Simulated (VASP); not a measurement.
Set up this calculation in VASP 6.6.1, as the native input.

```yaml
Task: single point
Functional: PBE
Potentials_or_basis: VASP PAW PBE potentials, release 64 (Hf_pv, N)
Cutoff: 520 eV
k_mesh: 18 × 18 × 18
Occupations: gaussian, width 0.15 eV
Spin: no spin polarisation
Dipole_correction: no
Further_INCAR_settings: ALGO = Normal; EDIFF = 1e-07; NBANDS = 14
```

The structure of HfN lies in POSCAR:

```
HfN
1.0
    0.0000000000      2.1686400000      2.4397200000
    2.1686400000      0.0000000000      2.4397200000
    2.1686400000      2.1686400000      0.0000000000
Hf N
1 1
Direct
    0.0000000000      0.0000000000      0.0000000000
    0.5000000000      0.5000000000      0.5000000000
```

This cell differs from its parent crystal: strain -0.040 along x and y, +0.080 along z.

These files were run (other wordings do the same):

INCAR

```
PREC = Accurate
ENCUT = 520
EDIFF = 1E-7
ISMEAR = 0
SIGMA = 0.15
LREAL = F
LASPH = T
NELM = 80
ALGO = Normal
ISIF = 2
LWAVE = F
LCHARG = F
GGA = PE
NBANDS = 14
```

KPOINTS

```
regular mesh
0
Gamma
  18 18 18
```

Potentials or basis: VASP PAW PBE potentials, release 64 (Hf_pv, N).

Launch:

```sh
$ cat potpaw_PBE.64/Hf_pv/POTCAR potpaw_PBE.64/N/POTCAR > POTCAR
$ mpirun -np 1 vasp_std > vasp.out
```

Results of the run:

```yaml
Pressure: 13.3 GPa
Band_gap_on_the_k_mesh: zero (an odd number of electrons rules out a gap without spin polarisation)
```

Caveat: the cell differs from its parent crystal (strain -0.040 along x and y, +0.080 along z); the stress differs along the axes, from -20 to 30 GPa; spin-orbit coupling is left out, which moves the levels of the heavy elements; an odd number of electrons without spin polarisation forces a metal; a magnetic or distorted state may lie lower.

Wall time 5 min on 1 thread of Intel Xeon 8259CL (shared host), peak memory 0.28 GiB.
